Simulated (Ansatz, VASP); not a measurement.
# SnCl in VASP and in Ansatz

POSCAR

```
SnCl
1.0
    3.4975457026      0.0000000000      0.0000000000
   -1.7487728513      3.0289634293      0.0000000000
    0.0000000000      0.0000000000     10.0622090000
Sn Cl
2 2
Direct
    0.6666666667      0.3333333333      0.8205100000
    0.3333333333      0.6666666667      0.3205100000
    0.6666666667      0.3333333333      0.5544910000
    0.3333333333      0.6666666667      0.0544910000
```

The input INCAR.step1:

```
SYSTEM = SnCl
PREC = Accurate
ENCUT = 520
EDIFF = 1E-5
ISMEAR = -1
SIGMA = 0.05
LREAL = .FALSE.
LASPH = .TRUE.
NELM = 60
ALGO = Normal
ISIF = 2
LWAVE = .TRUE.
LCHARG = .FALSE.
GGA = PE
NBANDS = 29
```

INCAR.step2

```
SYSTEM = SnCl
PREC = Accurate
ENCUT = 520
EDIFF = 1E-6
ISMEAR = -1
SIGMA = 0.05
LREAL = .FALSE.
LASPH = .TRUE.
NELM = 60
ALGO = Normal
ISIF = 2
LWAVE = .FALSE.
LCHARG = .FALSE.
GGA = PE
LHFCALC = .TRUE.
AEXX = 0.4
HFSCREEN = 0.2
PRECFOCK = Normal
ISTART = 1
NBANDS = 29
```

KPOINTS

```
regular mesh
0
G
  5 5 2
  0 0 0
```

File input.yaml:

```yaml
crystal:
  lattice:
    - [3.4975457026, 0.0, 0.0]
    - [-1.7487728513, 3.0289634293, 0.0]
    - [0.0, 0.0, 10.062209]
  atoms:
    - { symbol: Sn, position: [0.6666666667, 0.3333333333, 0.82051] }
    - { symbol: Sn, position: [0.3333333333, 0.6666666667, 0.32051] }
    - { symbol: Cl, position: [0.6666666667, 0.3333333333, 0.554491] }
    - { symbol: Cl, position: [0.3333333333, 0.6666666667, 0.054491] }
hamiltonian:
  xc: { exchange: pbe, correlation: pbe, exx: { coeff: 0.4, omega: 0.2 } }
  pseudopotentials: { kind: paw }
kpoints:
  mp_grid: { grid: [5, 5, 2] }
scf:
  occupations: { method: fermi_dirac, width: 0.05 }
output:
  forces: true
  stress: true
  eigenvalues: true
```

Alike in both runs: task single point; functional PBE-based screened hybrid with a share of 0.4 of exact exchange and HFSCREEN = 0.2; k mesh 5 × 5 × 2; occupations fermi-dirac, width 0.05 eV; no spin polarisation.

|  | VASP | Ansatz |
| --- | --- | --- |
| version | VASP 6.6.1 | Ansatz 0.2.0 |
| potentials or method | VASP PAW PBE potentials, release 64 (Sn_d, Cl) | Ansatz PAW |
| plane-wave cutoff (eV) | 520 | 420 |
| valence electrons in the cell | 42 | 42 |

Ansatz gave:

```
gap on the k mesh at the Fermi level (eV)                     : none
pressure (GPa)                                                : -2.3
traceless stress, the component that is largest in VASP (GPa) : 0.27
rms of the force components (eV/Å)                            : 0.167
```

Estimate VASP's values.

gap on the k mesh at the Fermi level (eV): none; pressure (GPa): -2.4; traceless stress, the component that is largest in VASP (GPa): 0.26; rms of the force components (eV/Å): 0.168.

VASP's potentials were made for PBE, not for PBE-based screened hybrid. Atom by atom the forces differ by 0.001 eV/Å (rms over components). A gap of «none» marks a metal or a gap that the smearing closes.

The k mesh is coarse, so the values compare programs but aren't converged.
